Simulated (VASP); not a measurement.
**MgI2: single point with PBE**

Crystal: MgI2.

```
CELL_PARAMETERS angstrom
4.11546 0.00000 0.00000
-2.05773 3.56409 0.00000
0.00000 0.00000 7.64138
ATOMIC_POSITIONS crystal
Mg 0.00000 0.00000 0.00000
I 0.33333 0.66667 0.79355
I 0.66667 0.33333 0.20645
```

- Program: VASP 6.6.1
- Task: single point
- Functional: PBE
- Potentials or basis: VASP PAW PBE potentials, release 64 (Mg, I)
- Cutoff: 520 eV
- k mesh: 6 × 6 × 4
- Occupations: gaussian, width 0.05 eV
- Spin: no spin polarisation

```json
{
  "Pressure": "2.8 GPa",
  "Largest force": "0.693 eV/Å",
  "Band gap on the k mesh": "3.76 eV, indirect (least direct gap 4.10 eV)"
}
```

Forces on the atoms (eV/Å):
```
Mg   0.000  0.000  0.000
I    0.000  0.000 -0.693
I    0.000  0.000  0.693
```

Stress tensor (GPa, compression positive):
```
2.68 0.00 0.00
0.00 2.68 0.00
0.00 0.00 3.15
```

Levels at points of the mesh, in eV from the valence-band top:
| k point | band 6 | band 7 | band 8 | band 9 | band 10 | band 11 |
| --- | --- | --- | --- | --- | --- | --- |
| (0.00, 0.00, 0.00) | -0.21 | 0.00 | 0.00 | 4.10 | 4.93 | 6.73 |
| (0.50, 0.00, 0.00) | -1.36 | -0.65 | -0.42 | 3.77 | 5.57 | 5.86 |
| (0.00, 0.00, 0.50) | -0.37 | -0.02 | -0.02 | 4.75 | 4.96 | 6.69 |
| (0.50, 0.00, 0.50) | -1.23 | -0.63 | -0.46 | 3.77 | 5.58 | 5.74 |

Wall time 14 s on 1 thread of Intel(R) Xeon(R) 6975P-C (Granite Rapids), with other jobs on the host, peak memory 0.24 GiB.

Caveat: spin-orbit coupling is left out, which moves the levels of the heavy elements; this functional lacks dispersion, which binds the layers, so the pressure and a relaxed spacing across them are unreliable. A k mesh can miss the band edges.
